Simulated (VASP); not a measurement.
CaMg: single point with LDA

Crystal: CaMg.

```
Ca Mg
1.0
     3.71837    0.00000    0.00000
    -1.85919    3.22021    0.00000
     0.00000    0.00000    5.47135
Ca Mg
1 1
Cartesian
  0.0000 0.0000 2.7357
  1.8592 1.0734 0.0000
```

This cell differs from its parent crystal: ratio of the length along z to the lengths across it x 0.96, volume and fractional coordinates fixed.

```json
{
  "Program": "VASP 6.6.1",
  "Task": "single point",
  "Functional": "LDA",
  "Potentials or basis": "VASP PAW LDA potentials, release 64 (Ca_sv, Mg)",
  "Cutoff": "520 eV",
  "k mesh": "18 × 18 × 10",
  "Occupations": "gaussian, width 0.15 eV",
  "Spin": "no spin polarisation",
  "Dipole correction": "no",
  "Further INCAR settings": "ALGO = Fast; EDIFF = 1e-07; NBANDS = 13"
}
```

```yaml
Pressure: -1.8 GPa
Band_gap_on_the_k_mesh: zero (bands 6 and 7 overlap by 0.85 eV)
```

Stress tensor (GPa, compression positive):
```
-1.84  0.00  0.00
 0.00 -1.84  0.00
 0.00  0.00 -1.64
```

Levels at points of the mesh, in eV from the Fermi level:
```
           k point  band 2  band 3  band 4  band 5  band 6  band 7  band 8  band 9  band 10  band 11
(0.00, 0.00, 0.00)  -22.56  -22.46  -22.46   -5.15   -0.64   -0.10    2.48    2.48     3.68     3.68
(0.50, 0.00, 0.00)  -22.65  -22.53  -22.50   -1.88   -1.37    0.39    0.82    3.13     3.62     3.87
(0.00, 0.00, 0.50)  -22.56  -22.46  -22.46   -4.17   -3.33    1.69    2.52    2.52     3.52     3.52
(0.50, 0.00, 0.50)  -22.64  -22.53  -22.50   -1.55   -0.58   -0.47    0.39    2.37     2.73     4.10
```

Run time: 8.5 min on 1 thread of Intel Xeon 8259CL, with other jobs on the host, peak memory 0.33 GiB.
